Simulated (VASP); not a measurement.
A run of VASP 6.6.1 is set up as follows.

Contents of INCAR:

```
PREC     = Accurate       # precision mode
ENCUT    = 520            # plane-wave cutoff, eV
EDIFF    = 1E-6           # SCF threshold, eV
ISMEAR   = 0              # smearing method
SIGMA    = 0.1            # smearing width, eV
LREAL    = F              # projectors in reciprocal space
LASPH    = T              # aspherical terms in the spheres
NELM     = 150            # most SCF steps
ALGO     = Normal         # electronic algorithm
ISIF     = 2              # what is computed and relaxed
LWAVE    = F              # write WAVECAR
LCHARG   = T              # write CHGCAR
ISPIN    = 2              # spin polarisation
MAGMOM   = 0 0 0 0 0 0 0 0 # initial moments
LORBIT   = 11             # projections on sites
LMAXMIX  = 4              # l up to which the mixer works
LELF     = T              # ELF
LVHAR    = T            
NBANDS   = 67             # bands
```

KPOINTS

```
Automatic mesh
0
Gamma
  5 5 5
```

File POSCAR:

```
V3Sn
1.0
    4.9310000000      0.0000000000      0.0000000000
    0.0000000000      4.9310000000      0.0000000000
    0.0000000000      0.0000000000      4.9310000000
Sn V
2 6
Direct
    0.0000000000      0.0000000000      0.0000000000
    0.5000000000      0.5000000000      0.5000000000
    0.2500000000      0.0000000000      0.5000000000
    0.5000000000      0.7500000000      0.0000000000
    0.7500000000      0.0000000000      0.5000000000
    0.5000000000      0.2500000000      0.0000000000
    0.0000000000      0.5000000000      0.7500000000
    0.0000000000      0.5000000000      0.2500000000
```

Potentials or basis: VASP PAW LDA potentials, release 64 (Sn_d, V_sv).

Run with:

```sh
$ cat potpaw_LDA.64/Sn_d/POTCAR potpaw_LDA.64/V_sv/POTCAR > POTCAR
$ mpirun -np 1 vasp_std > vasp.out
```

(1) Predict the pressure.

(2) Estimate the band gap on the k mesh.

(3) Predict the net moment.

Answers

(1) -7.9 GPa.

(2) zero (filled and empty bands overlap).

(3) 0.00 μB per cell.

Caveat: the cell stands under tension; no moment was typed at the start, so none could form; spin-orbit coupling is left out, which moves the levels of the heavy elements.
